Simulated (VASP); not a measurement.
# S (P6_3/mmc) in VASP: further runs

S is run at these levels: PBE; tasks: relaxation of cell and atoms, single point.

All numbers are computed with VASP 6.6.1; they aren't measurements. Logs are shortened: lines on timing, memory, paths and dates and some standing lists are left out, and cuts for length are marked.

## Step 1: The cell of the first run

It takes space group P6_3/mmc (No. 194, hexagonal). Conventional cell: a = 2.804 Å, b = 2.804 Å, c = 4.542 Å, α = 90.00°, β = 90.00°, γ = 120.00°. Within 3.7 Å of S (site symmetry -6m2) lie 12 S at 2.79 to 2.80 Å.

This isn't the form of S at room conditions, which is orthorhombic, of S8 rings.

## Step 2: Relaxation of cell and atoms, PBE, target pressure 2.3 GPa, at which the enthalpy is minimised

INCAR

```
SYSTEM = S
PREC = Accurate
ENCUT = 600
EDIFF = 1E-6
ISMEAR = -1
SIGMA = 0.08
LREAL = .FALSE.
LASPH = .TRUE.
NELM = 60
ALGO = Normal
ISIF = 3
LWAVE = .FALSE.
LCHARG = .FALSE.
GGA = PE
IBRION = 2
NSW = 60
EDIFFG = -0.005
PSTRESS = 23.0
```

KPOINTS

```
Automatic mesh
0
G
  15 15 8
  0 0 0
```

POSCAR

```
S
1.0
    2.8036064409      0.0000000000      0.0000000000
   -1.4018032205      2.4279944000      0.0000000000
    0.0000000000      0.0000000000      4.5418424343
S
2
Direct
    0.3333333333      0.6666666667      0.2500000000
    0.6666666667      0.3333333333      0.7500000000
```

Potentials or basis: VASP PAW PBE potentials, release 64 (S).

On the command line:

```bash
$ cat potpaw_PBE.64/S/POTCAR > POTCAR
$ mpirun -np 1 vasp_std > vasp.out
```

OUTCAR:

```text
SYSTEM = S
   PREC = Accurate
   ENCUT = 600
   EDIFF = 1E-6
   ISMEAR = -1
   LREAL = .FALSE.
   LASPH = .TRUE.
   NELM = 60
   ISIF = 3
   GGA = PE
   IBRION = 2
   NSW = 60
   EDIFFG = -0.005
   PSTRESS = 23.0

 ion  position               nearest neighbor table
   1  0.333  0.667  0.250-   2 2.79   2 2.79   2 2.79   2 2.79   2 2.79   2 2.79
   2  0.667  0.333  0.750-   1 2.79   1 2.79   1 2.79   1 2.79   1 2.79   1 2.79

  LATTYP: Found a hexagonal cell.
 ALAT       =     2.8036064409
 C/A-ratio  =     1.6200000000

  Lattice vectors:

 A1 = (   2.8036064409,   0.0000000000,   0.0000000000)
 A2 = (  -1.4018032205,   2.4279944000,   0.0000000000)
 A3 = (   0.0000000000,   0.0000000000,   4.5418424343)

Analysis of symmetry for initial positions (statically):
=====================================================================
 Subroutine PRICEL returns:
 Original cell was already a primitive cell.

 Routine SETGRP: Setting up the symmetry group for a
 hexagonal supercell.

 Subroutine GETGRP returns: Found 24 space group operations
 (whereof 12 operations were pure point group operations)
 out of a pool of 24 trial point group operations.

The static configuration has the point symmetry D_3d.
 The point group associated with its full space group is D_6h.

Analysis of symmetry for dynamics (positions and initial velocities):
=====================================================================
 Subroutine PRICEL returns:
 Original cell was already a primitive cell.

 Routine SETGRP: Setting up the symmetry group for a
 hexagonal supercell.

 Subroutine GETGRP returns: Found 24 space group operations
 (whereof 12 operations were pure point group operations)
 out of a pool of 24 trial point group operations.

The dynamic configuration has the point symmetry D_3d.
 The point group associated with its full space group is D_6h.

 Subroutine INISYM returns: Found 24 space group operations
 (whereof 12 operations are pure point group operations),
 and found     1 'primitive' translations

----------------------------------------------------------------------------------------

                                     Primitive cell

  volume of cell :      30.9170

  direct lattice vectors                    reciprocal lattice vectors
     2.803606441  0.000000000  0.000000000     0.356683444  0.205931282  0.000000000
[... 111 lines left out ...]
   GGA     = PE    functional components
   LHFCALC =     F    Hartree Fock is set to
   AEXX    =    0.0000 exact exchange contribution
   IVDW    =     0    specifies the selected vdW correction
   LEPSILON=     F    determine dielectric tensor
   LRPA    =     F    only Hartree local field effects (RPA)
 conjugate gradient relaxation of ions
 non-spin polarized calculation
  energy-cutoff  :      600.00
  volume of cell :       30.92
 maximum number of plane-waves:      1056
 NGX is ok and might be reduce to    24
   NGX = 11   NGY = 11   NGZ = 19

--------------------------------------- Ionic step        1  -------------------------------------------

 number of electron      11.9999998 magnetization

 Free energy of the ion-electron system (eV)
  ---------------------------------------------------
  ext. energy  EPLUGINS =         0.00000000
  ---------------------------------------------------
  free energy    TOTEN  =        -5.69382940 eV

  energy without entropy =       -5.66201523  energy(sigma->0) =       -5.67792231

------------------------ aborting loop because EDIFF is reached ----------------------------------------

  FORCE on cell =-STRESS in cart. coord.  units (eV):
  Direction    XX          YY          ZZ          XY          YZ          ZX
  --------------------------------------------------------------------------------------
  -------------------------------------------------------------------------------------
  Total        1.0365303      1.0365303     -0.7474270     -0.0000000      0.0000000      0.0000000
  in kB       53.7150265     53.7150265    -38.7331264     -0.0000000      0.0000000      0.0000000
  external PRESSURE =      -0.1010245 kB  Pullay stress =      23.0000000 kB
[... 97 lines left out ...]
  energy  without entropy=       -6.0549837522  energy(sigma->0) =       -6.06671151

  enthalpy is  TOTEN    =        -5.6394122948 eV   P V=        0.4390269813

[... ionic steps 4 to 13 ...]

--------------------------------------- Ionic step       14  -------------------------------------------

 number of electron      11.9999998 magnetization

------------------------ aborting loop because EDIFF is reached ----------------------------------------
[... 71 lines left out ...]
--------------------------------------- Ionic step       16  -------------------------------------------

 number of electron      11.9999997 magnetization

 Free energy of the ion-electron system (eV)
  ---------------------------------------------------
  ext. energy  EPLUGINS =         0.00000000
  ---------------------------------------------------
  free energy    TOTEN  =        -6.56732521 eV

  energy without entropy =       -6.54671643  energy(sigma->0) =       -6.55702082

 E-fermi :   7.3099     XC(G=0): -10.8259

 val. band max:        7.3062353853   @ k =   0.0667   0.0000   0.3750
 cond. band min:       7.3192942805   @ k =   0.3333   0.1333   0.2500
 fundamental gap:      0.0130588952
 Fermi energy:         7.3098519557

 k-point     1 :       0.0000    0.0000    0.0000
  band No.  band energies     occupation
      1      -9.7700      2.00000
      2      -1.7747      2.00000
      3       1.6478      2.00000
      4       4.7607      2.00000
      5       4.7607      2.00000
      6       8.1704      0.00004
      7       8.1704      0.00004
      8      11.1365      0.00000
      9      11.4437      0.00000
     10      16.5128      0.00000
[... 287 lines left out ...]
 k-point    24 :       0.4000    0.2000    0.0000
  band No.  band energies     occupation
      1      -6.7902      2.00000
      2      -5.3903      2.00000
      3       0.8962      2.00000
      4       4.4684      2.00000
      5       4.8879      2.00000
      6       5.9888      2.00000
      7       6.4958      1.99992
      8       9.0409      0.00000
      9      13.2243      0.00000
     10      14.5553      0.00000

 [... further k-points ...]

------------------------ aborting loop because EDIFF is reached ----------------------------------------

  FORCE on cell =-STRESS in cart. coord.  units (eV):
  Direction    XX          YY          ZZ          XY          YZ          ZX
  --------------------------------------------------------------------------------------
  -------------------------------------------------------------------------------------
  Total        0.4648704      0.4648704      0.4827905     -0.0000000      0.0000000      0.0000000
  in kB       22.5911858     22.5911858     23.4620447     -0.0000000      0.0000000      0.0000000
  external PRESSURE =      -0.1185279 kB  Pullay stress =      23.0000000 kB
[... 21 lines left out ...]
  energy  without entropy=       -6.5467164314  energy(sigma->0) =       -6.55702082

  enthalpy is  TOTEN    =        -6.0940424017 eV   P V=        0.4732828132

 reached required accuracy - stopping structural energy minimisation
```

It took 5.2 min on 1 thread of Intel Xeon Platinum 8259CL at 2.50GHz (Skylake/Cascade Lake), shared host; peak memory 0.18 GiB.

Results:

* Free energy: -6.5673 eV
* Relaxed volume: 16.48 Å³/atom
* Relaxed cell: a = 3.298 Å, b = 3.298 Å, c = 3.501 Å, α = 90.00°, β = 90.00°, γ = 120.00°
* Space group after relaxing (to 0.1 Å): P6_3/mmc (No. 194)
* Energy change on relaxing (the run minimises the enthalpy): -436.7 meV/atom
* Ionic steps: 16
* Pressure after relaxing: 2.3 GPa
* Band gap on the k mesh: zero (bands 6 and 7 overlap by 2.30 eV)

Step by step:
```tsv
step	energy change (eV)	largest force (eV/Å)	pressure (GPa)	volume (Å³)
1	0.0000	0.0000	2.29	30.92
2	-0.0646	0.0000	2.14	30.89
3	-0.3846	0.0000	3.43	30.58
4	-0.5604	0.0000	19.74	28.78
5	-0.7190	0.0000	10.50	29.71
6	-0.7148	0.0000	13.18	29.45
7	-0.7339	0.0000	12.63	29.72
8	-0.7576	0.0000	11.50	30.37
9	-0.7853	0.0000	9.94	30.74
10	-0.8456	0.0000	5.68	31.87
11	-0.8738	0.0000	-1.13	34.20
12	-0.8730	0.0000	2.23	32.94
13	-0.8722	0.0000	2.38	32.89
14	-0.8724	0.0000	2.37	32.90
15	-0.8728	0.0000	2.34	32.92
16	-0.8735	0.0000	2.29	32.97
```

Final structure:
```
S
1.0
     3.29770    0.00000    0.00000
    -1.64885    2.85590    0.00000
     0.00000    0.00000    3.50066
S
2
Direct
  0.33333 0.66667 0.25000
  0.66667 0.33333 0.75000
```

Levels at points of the mesh, in eV from the Fermi level:
| k point | band 2 | band 3 | band 4 | band 5 | band 6 | band 7 | band 8 | band 9 | band 10 |
| --- | --- | --- | --- | --- | --- | --- | --- | --- | --- |
| (0.00, 0.00, 0.00) | -9.08 | -5.66 | -2.55 | -2.55 | 0.86 | 0.86 | 3.83 | 4.13 | 9.20 |
| (0.00, 0.00, 0.50) | -14.51 | -0.71 | -0.71 | -0.71 | -0.71 | -0.44 | -0.44 | 8.24 | 8.24 |

Caveat: the cell is relaxed towards a set pressure, so the run minimises the enthalpy, not the energy; a cell axis changed by over 15 % at a fixed basis, so the end point is rough.

## Step 3: Relaxation of cell and atoms, PBE, target pressure 2.3 GPa, at which the enthalpy is minimised

This run uses another cell than the first one, of 16.51 Å³/atom.

INCAR

```
PREC     = Accurate       # precision mode
ENCUT    = 600            # plane-wave cutoff, eV
EDIFF    = 1E-6           # SCF threshold, eV
ISMEAR   = -1             # smearing method
SIGMA    = 0.08           # smearing width, eV
LREAL    = F              # projectors in reciprocal space
LASPH    = T              # aspherical terms in the spheres
NELM     = 60             # most SCF steps
ALGO     = Normal         # electronic algorithm
ISIF     = 3              # what is computed and relaxed
LWAVE    = F              # write WAVECAR
LCHARG   = F              # write CHGCAR
GGA      = PE             # functional
IBRION   = 2              # ionic algorithm
NSW      = 32             # ionic steps
EDIFFG   = -0.005         # ionic threshold
PSTRESS  = 23.0
```

KPOINTS

```
regular mesh
0
Gamma
  15 15 8
```

POSCAR

```
S
1.0
    3.2990761964      0.0000000000      0.0000000000
   -1.6495380982      2.8570837951      0.0000000000
    0.0000000000      0.0000000000      3.5024432590
S
2
Direct
    0.3333333333      0.6666666667      0.2500000000
    0.6666666667      0.3333333333      0.7500000000
```

Potentials or basis: VASP PAW PBE potentials, release 64 (S).

On the command line:

```bash
$ cat potpaw_PBE.64/S/POTCAR > POTCAR
$ mpirun -np 1 vasp_std > vasp.out
```

Run time: 77 s. Hardware: 1 thread of Intel Xeon Platinum 8259CL at 2.50GHz (Skylake/Cascade Lake), shared host; peak memory 0.17 GiB.

The run converged. Its results:

```yaml
Free_energy: -6.5699 eV
Relaxed_volume: 16.49 Å³/atom
Relaxed_cell: a = 3.298 Å, b = 3.298 Å, c = 3.501 Å, α = 90.00°, β = 90.00°, γ = 120.00°
Space_group_after_relaxing_to_0.1_Å: P6_3/mmc (No. 194)
Energy_change_on_relaxing_the_run_minimises_the_enthalpy: +0.2 meV/atom
Ionic_steps: 3
Pressure_after_relaxing: 2.3 GPa
Band_gap_on_the_k_mesh: zero (bands 6 and 7 overlap by 2.30 eV)
```

The path:
| step | energy change (eV) | largest force (eV/Å) | pressure (GPa) | volume (Å³) |
| --- | --- | --- | --- | --- |
| 1 | 0.0000 | 0.0000 | 2.21 | 33.01 |
| 2 | 0.0007 | 0.0000 | 2.33 | 32.97 |
| 3 | 0.0005 | 0.0000 | 2.30 | 32.98 |

Final structure:
```xyz
2
Lattice="3.2981 0.0000 0.0000 -1.6491 2.8563 0.0000 0.0000 0.0000 3.5009" Properties=species:S:1:pos:R:3 pbc="T T T"
S     0.0000    1.9042    0.8752
S     1.6491    0.9521    2.6257
```

Levels at points of the mesh, in eV from the Fermi level:
| k point | band 4 | band 5 | band 6 | band 7 | band 8 | band 9 |
| --- | --- | --- | --- | --- | --- | --- |
| (0.00, 0.00, 0.00) | -2.55 | -2.55 | 0.86 | 0.86 | 3.82 | 4.14 |
| (0.00, 0.00, 0.50) | -0.71 | -0.71 | -0.71 | -0.45 | -0.45 | 8.24 |

Caveat: the cell is relaxed towards a set pressure, so the run minimises the enthalpy, not the energy.

## Step 4: Single point, PBE

This run uses another cell than the first one, of 16.51 Å³/atom.

INCAR

```
PREC = Accurate
ENCUT = 520
EDIFF = 1E-6
ISMEAR = -1
SIGMA = 0.08
LREAL = F
LASPH = T
NELM = 60
ALGO = Normal
ISIF = 2
LWAVE = F
LCHARG = F
GGA = PE
NBANDS = 13
```

KPOINTS

```
Automatic mesh
0
Gamma
  15 15 8
```

POSCAR is that of step 3.

On the command line:

```bash
$ cat potpaw_PBE.64/S/POTCAR > POTCAR
$ mpirun -np 1 vasp_std > vasp.out
```

It took 54 s on 1 thread of Intel Xeon 8259CL, shared host; peak memory 0.18 GiB.

The run converged. Its results:

```
Free energy            : -6.5701 eV
Pressure               : 2.2 GPa
Band gap on the k mesh : zero (bands 6 and 7 overlap by 2.30 eV)
```

Levels at points of the mesh, in eV from the Fermi level:
```
           k point  band 3  band 4  band 5  band 6  band 7  band 8  band 9  band 10
(0.00, 0.00, 0.00)   -5.65   -2.54   -2.54    0.86    0.86    3.82    4.14     9.20
(0.00, 0.00, 0.50)   -0.71   -0.71   -0.71   -0.71   -0.45   -0.45    8.24     8.24
```

## Step 5: Single point, PBE

This run uses another cell than the first one, of 16.52 Å³/atom.

INCAR

```
SYSTEM = S
ALGO = Normal ; EDIFF = 1E-6
ENCUT = 520 ; GGA = PE
ISIF = 2 ; ISMEAR = -1
LASPH = .True. ; LCHARG = .False.
LREAL = .False. ; LWAVE = .False.
NBANDS = 13 ; NELM = 100
PREC = Accurate ; SIGMA = 0.08
```

KPOINTS

```
k-points
0
Gamma
  15 15 8
  0 0 0
```

POSCAR

```
S
1.0
    3.3002758563      0.0000000000      0.0000000000
   -1.6501379281      2.8581227310      0.0000000000
    0.0000000000      0.0000000000      3.5023606566
S
2
Direct
    0.3333333333      0.6666666667      0.2500000000
    0.6666666667      0.3333333333      0.7500000000
```

On the command line:

```bash
$ cat potpaw_PBE.64/S/POTCAR > POTCAR
$ mpirun -np 1 vasp_std > vasp.out
```

It took 53 s on 1 thread of Intel Xeon 8259CL, shared host; peak memory 0.18 GiB.

The run converged. Its results:

```yaml
Free_energy: -6.5704 eV
Pressure: 2.1 GPa
Band_gap_on_the_k_mesh: zero (bands 6 and 7 overlap by 2.30 eV)
```

Levels at points of the mesh, in eV from the Fermi level:
```tsv
k point	band 2	band 3	band 4	band 5	band 6	band 7	band 8	band 9	band 10	band 11
(0.00, 0.00, 0.00)	-9.09	-5.65	-2.55	-2.55	0.86	0.86	3.81	4.14	9.20	10.63
(0.00, 0.00, 0.50)	-14.50	-0.71	-0.71	-0.71	-0.71	-0.45	-0.45	8.24	8.24	8.24
```

## Step 6: Overview

| task | cell | cutoff (eV) | gap on the mesh (eV) | pressure (GPa) |
| --- | --- | --- | --- | --- |
| relaxation of cell and atoms | relaxed to 2.3 GPa from a = 2.804, b = 2.804, c = 4.542 Å, angles 90.0, 90.0, 120.0°, 2 atoms | 600 | none | 2.3 |
| relaxation of cell and atoms | relaxed to 2.3 GPa from a = 3.299, b = 3.299, c = 3.502 Å, angles 90.0, 90.0, 120.0°, 2 atoms | 600 | none | 2.3 |
| single point | a = 3.299, b = 3.299, c = 3.502 Å, angles 90.0, 90.0, 120.0°, 2 atoms | 520 | none | 2.2 |
| single point | a = 3.300, b = 3.300, c = 3.502 Å, angles 90.0, 90.0, 120.0°, 2 atoms | 520 | none | 2.1 |

Alike in all rows: level PBE; potentials or basis VASP PAW PBE potentials, release 64 (S); no spin polarisation; k mesh 15 × 15 × 8; smearing fermi-dirac 0.08 eV.

Caveats: the cell is relaxed towards a set pressure, so the run minimises the enthalpy, not the energy (at least some runs); a cell axis changed by over 15 % at a fixed basis, so the end point is rough (at least some runs).

Total energies depend on the potentials used, so only differences within one code and one set of settings carry meaning.
